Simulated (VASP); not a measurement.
# CdS (Fm-3m) in VASP: further runs, part 3 of 3

VASP 6.6.1. The steps go on from the part before.

### 5 Relaxation of cell and atoms, BLYP

This run uses another cell than the first one, of 20.87 Å³/atom, 0.943 times its volume.

INCAR reads:

```
PREC = Accurate
ENCUT = 540
EDIFF = 1E-7
ISMEAR = -1
SIGMA = 0.05
LREAL = False
LASPH = True
NELM = 120
ALGO = Normal
ISIF = 3
LWAVE = False
LCHARG = False
GGA = B5
ALDAX = 1.0
AGGAX = 1.0
AGGAC = 1.0
ALDAC = 0.0
IBRION = 2
NSW = 60
EDIFFG = -0.01
GGA_COMPAT = False
NELMIN = 4
```

KPOINTS reads:

```
Automatic mesh
0
Gamma
  8 8 8
```

POSCAR reads:

```
CdS
1.0
    0.0000000000      2.7532440000      2.7532440000
    2.7532440000      0.0000000000      2.7532440000
    2.7532440000      2.7532440000      0.0000000000
Cd S
1 1
Direct
    0.0000000000      0.0000000000      0.0000000000
    0.5000000000      0.5000000000      0.5000000000
```

Potentials or basis: VASP PAW PBE potentials, release 64 (Cd_sv_GW, S).

Started as:

```sh
> cat potpaw_PBE.64/Cd_sv_GW/POTCAR potpaw_PBE.64/S/POTCAR > POTCAR
> mpirun -np 1 vasp_std > vasp.out
```

OUTCAR:

```text
PREC = Accurate
   ENCUT = 540
   EDIFF = 1E-7
   ISMEAR = -1
   LREAL = False
   LASPH = True
   NELM = 120
   ISIF = 3
   GGA = B5
   IBRION = 2
   NSW = 60
   EDIFFG = -0.01
   NELMIN = 4

 ion  position               nearest neighbor table
   1  0.000  0.000  0.000-
   2  0.500  0.500  0.500-

  LATTYP: Found a face centered cubic cell.
 ALAT       =     5.5064880000

  Lattice vectors:

 A1 = (   0.0000000000,   2.7532440000,   2.7532440000)
 A2 = (   2.7532440000,   0.0000000000,   2.7532440000)
 A3 = (   2.7532440000,   2.7532440000,   0.0000000000)

Analysis of symmetry for initial positions (statically):
=====================================================================
 Subroutine PRICEL returns:
 Original cell was already a primitive cell.

 Routine SETGRP: Setting up the symmetry group for a
 face centered cubic supercell.

 Subroutine GETGRP returns: Found 48 space group operations
[... 9 lines left out ...]

 Routine SETGRP: Setting up the symmetry group for a
 face centered cubic supercell.

 Subroutine GETGRP returns: Found 48 space group operations
[... 11 lines left out ...]
                                     Primitive cell

  volume of cell :      41.7411

  direct lattice vectors                    reciprocal lattice vectors
     0.000000000  2.753244000  2.753244000    -0.181603955  0.181603955  0.181603955
     2.753244000  0.000000000  2.753244000     0.181603955 -0.181603955  0.181603955
     2.753244000  2.753244000  0.000000000     0.181603955  0.181603955 -0.181603955

  length of vectors
     3.893675005  3.893675005  3.893675005     0.314547277  0.314547277  0.314547277

  position of ions in fractional coordinates (direct lattice)
     0.000000000  0.000000000  0.000000000
     0.500000000  0.500000000  0.500000000

  ion indices of the primitive-cell ions
   primitive index   ion index
                 1           1
                 2           2

----------------------------------------------------------------------------------------

 KPOINTS: Automatic mesh

Automatic generation of k-mesh.
 Grid dimensions read from file:
 generate k-points for:    8    8    8

[... 64 lines left out ...]
   LREAL  =      F    real-space projection
   EDIFFG = -.1E-01   stopping-criterion for IOM
   NSW    =     60    number of steps for IOM
   IBRION =      2    ionic relax: 0-MD 1-quasi-New 2-CG
   NFREE  =      1    steps in history (QN), initial steepest desc. (CG)
   ISIF   =      3    stress and relaxation
   ISYM   =      2    0-nonsym 1-usesym 2-fastsym
   POTIM  = 0.5000    time-step for ionic-motion
   TEBEG  =    0.0;   TEEND  =   0.0 temperature during run
   PSTRESS=    0.0 pullay stress
   NELECT =      26.0000    total number of electrons
   NUPDOWN=      -1.0000    fix difference up-down
   EMIN   =  10.00;   EMAX   =-10.00  energy-range for DOS
   EFERMI =   0.00;   METHOD = LEGACY
   ISMEAR =    -1;   SIGMA  =   0.05  broadening in eV -4-tet -1-fermi 0-gaus
   EFERMI_NEDOS =   21; number of points for ismear=-14 and -15
   IALGO  =     38    algorithm
   IMIX   =      4    mixing-type and parameters
     AMIX     =   0.40;   BMIX     =  1.00
     AMIX_MAG =   1.60;   BMIX_MAG =  1.00
  volume/ion in A,a.u.               =      20.87       140.84
  Fermi-wavevector in a.u.,A,eV,Ry     =   1.398120  2.642065 26.595862  1.954741
  Thomas-Fermi vector in A             =   2.521310
   LORBIT       =      0    0 simple, 1 ext, 2 COOP (PROOUT), +10 PAW based schemes
   GGA     = B5    functional components
   LHFCALC =     F    Hartree Fock is set to
   AEXX    =    0.0000 exact exchange contribution
   IVDW    =     0    specifies the selected vdW correction
   LEPSILON=     F    determine dielectric tensor
   LRPA    =     F    only Hartree local field effects (RPA)
 conjugate gradient relaxation of ions
 non-spin polarized calculation
  energy-cutoff  :      540.00
  volume of cell :       41.74
 maximum number of plane-waves:      1243
 NGX is ok and might be reduce to    30
   NGX = 15   NGY = 15   NGZ = 15

--------------------------------------- Ionic step        1  -------------------------------------------

 number of electron      25.9999986 magnetization

 Free energy of the ion-electron system (eV)
  ---------------------------------------------------
  ext. energy  EPLUGINS =         0.00000000
  ---------------------------------------------------
  free energy    TOTEN  =        -4.83074440 eV

  energy without entropy =       -4.82919812  energy(sigma->0) =       -4.82997126

 E-fermi :   5.1286     XC(G=0):  -9.8697

 val. band max:        4.9638323491   @ k =   0.5000   0.0000   0.0000
 cond. band min:       5.1493847624   @ k =   0.5000   0.5000   0.0000
 fundamental gap:      0.1855524133
 Fermi energy:         5.1285567988

 k-point     1 :       0.0000    0.0000    0.0000
  band No.  band energies     occupation
      1     -96.3110      2.00000
      2     -57.5935      2.00000
      3     -57.5935      2.00000
      4     -57.5935      2.00000
      5      -7.6579      2.00000
      6      -2.7124      2.00000
[... 542 lines left out ...]
--------------------------------------- Ionic step        3  -------------------------------------------

 number of electron      26.0000001 magnetization

 Free energy of the ion-electron system (eV)
  ---------------------------------------------------
  ext. energy  EPLUGINS =         0.00000000
  ---------------------------------------------------
  free energy    TOTEN  =        -4.84552906 eV

  energy without entropy =       -4.84383012  energy(sigma->0) =       -4.84467959

 E-fermi :   4.6870     XC(G=0):  -9.6823

 val. band max:        4.5222000758   @ k =   0.5000   0.0000   0.0000
 cond. band min:       4.6959329078   @ k =   0.5000   0.5000   0.0000
 fundamental gap:      0.1737328320
 Fermi energy:         4.6870449013

 k-point     1 :       0.0000    0.0000    0.0000
  band No.  band energies     occupation
      1     -96.7072      2.00000
      2     -57.9895      2.00000
      3     -57.9895      2.00000
      4     -57.9895      2.00000
      5      -7.8497      2.00000
      6      -3.0846      2.00000
[... 500 lines left out ...]
  FREE ENERGIE OF THE ION-ELECTRON SYSTEM (eV)
  ---------------------------------------------------
  free  energy   TOTEN  =        -4.8455290599 eV

  energy  without entropy=       -4.8438301169  energy(sigma->0) =       -4.84467959

 reached required accuracy - stopping structural energy minimisation
```

Run time: 61 s. Hardware: 1 thread of Intel Xeon 6975P-C (Granite Rapids), shared host; peak memory 0.19 GiB.

Results:

```
Free energy                            : -4.8455 eV
Relaxed volume                         : 21.70 Å³/atom
Relaxed cell                           : a = 3.945 Å, b = 3.945 Å, c = 3.945 Å, α = 60.00°, β = 60.00°, γ = 60.00°
Space group after relaxing (to 0.05 Å) : Fm-3m (No. 225)
Energy gained by relaxing              : 7.4 meV/atom
Ionic steps                            : 3
Pressure after relaxing                : 0.0 GPa
```

The path:
```
step  energy change (eV)  largest force (eV/Å)  pressure (GPa)  volume (Å³)
   1              0.0000                0.0000            2.96        41.74
   2             -0.0123                0.0000           -1.10        44.11
   3             -0.0148                0.0000           -0.01        43.40
```

Final structure:
```xyz
2
Lattice="0.0000 2.7892 2.7892 2.7892 0.0000 2.7892 2.7892 2.7892 0.0000" Properties=species:S:1:pos:R:3 pbc="T T T"
Cd    0.0000    0.0000    0.0000
S     2.7892    2.7892    2.7892
```

Caveat: the PAW data sets were made with another functional, which shifts forces and pressure a little.

### 6 Relaxation of cell and atoms, revPBE+D3(BJ)

This run uses another cell than the first one, of 20.87 Å³/atom, 0.943 times its volume.

INCAR reads:

```
SYSTEM = CdS
  PREC = Accurate
  ENCUT = 540
  EDIFF = 1E-7
  ISMEAR = -1
  SIGMA = 0.05
  LREAL = .False.
  LASPH = .True.
  NELM = 120
  ALGO = Normal
  ISIF = 3
  LWAVE = .False.
  LCHARG = .False.
  GGA = RE
  IVDW = 12
  IBRION = 2
  NSW = 60
  EDIFFG = -0.01
  GGA_COMPAT = .False.
  NELMIN = 4
```

KPOINTS reads:

```
Automatic mesh
0
Gamma
  8 8 8
  0 0 0
```

POSCAR is that of step 5.

Potentials or basis: VASP PAW PBE potentials, release 64 (Cd_sv_GW, S).

Started as:

```sh
> cat potpaw_PBE.64/Cd_sv_GW/POTCAR potpaw_PBE.64/S/POTCAR > POTCAR
> mpirun -np 1 vasp_std > vasp.out
```

Wall time 93 s (1 thread of Intel Xeon Platinum 8375C at 2.90GHz (Ice Lake), shared host); peak memory 0.21 GiB.

Results (log left out):

```yaml
Free_energy: -6.8310 eV
Relaxed_volume: 19.42 Å³/atom
Relaxed_cell: a = 3.802 Å, b = 3.802 Å, c = 3.802 Å, α = 60.00°, β = 60.00°, γ = 60.00°
Space_group_after_relaxing_to_0.05_Å: Fm-3m (No. 225)
Energy_gained_by_relaxing: 27.0 meV/atom
Ionic_steps: 3
Pressure_after_relaxing: 0.0 GPa
Band_gap_on_the_k_mesh: 0.34 eV, indirect (least direct gap 2.14 eV)
Dispersion_energy_per_atom: -0.784 eV
```

The path:
```tsv
step	energy change (eV)	largest force (eV/Å)	pressure (GPa)	volume (Å³)
1	0.0000	0.0000	-5.58	41.74
2	-0.0398	0.0000	3.49	37.50
3	-0.0539	0.0000	0.00	38.85
```

Final structure:
```
CELL_PARAMETERS angstrom
0.00000 2.68809 2.68809
2.68809 0.00000 2.68809
2.68809 2.68809 0.00000
ATOMIC_POSITIONS crystal
Cd 0.00000 0.00000 0.00000
S 0.50000 0.50000 0.50000
```

Levels at points of the mesh, in eV from the valence-band top:
```tsv
k point	band 9	band 10	band 11	band 12	band 13	band 14	band 15	band 16	band 17
(0.00, 0.00, 0.00)	-7.74	-7.74	-0.88	-0.88	-0.88	1.26	9.25	9.25	9.25
(0.50, 0.00, 0.00)	-7.50	-7.50	-5.06	0.00	0.00	3.53	5.92	5.92	7.36
(0.50, 0.50, 0.00)	-7.42	-6.63	-4.57	-2.35	-2.35	0.34	6.00	10.26	11.75
```

Caveat: the PAW data sets were made with another functional, which shifts forces and pressure a little. A k mesh can miss the band edges.

### 7 Overview

```tsv
task	level	potentials or basis	cell	k mesh	cutoff (eV)	grid for exact exchange (PRECFOCK)	second run	gap on the mesh (eV)	pressure (GPa)	relaxed volume (Å³/atom)
single point	r2SCAN	VASP PAW PBE potentials, release 64 (Cd, S)	a = 3.970 Å, angles 60.0°, 2 atoms	8 × 8 × 8	520	-	-	0.71	-5.6	-
single point	PBE0	VASP PAW PBE potentials, release 64 (Cd, S)	a = 3.894 Å, angles 60.0°, 2 atoms	4 × 4 × 4	520	Normal	-	1.95	-1.8	-
relaxation of cell and atoms	LDA	VASP PAW LDA potentials, release 64 (Cd_sv_GW, S)	relaxed from a = 3.894 Å, angles 60.0°, 2 atoms	8 × 8 × 8	540	-	valence_matched	none	0.0	18.91
relaxation of cell and atoms	BLYP	VASP PAW PBE potentials, release 64 (Cd_sv_GW, S)	relaxed from a = 3.894 Å, angles 60.0°, 2 atoms	8 × 8 × 8	540	-	valence_matched	-	0.0	21.70
relaxation of cell and atoms	revPBE+D3(BJ)	VASP PAW PBE potentials, release 64 (Cd_sv_GW, S)	relaxed from a = 3.894 Å, angles 60.0°, 2 atoms	8 × 8 × 8	540	-	valence_matched	0.34	0.0	19.42
```

Alike in all rows: no spin polarisation; smearing fermi-dirac 0.05 eV.

Caveats: some runs use coarse meshes; the PAW data sets were made with another functional, which shifts forces and pressure a little (some runs).

Absolute energies hang on the potentials; compare differences alone.
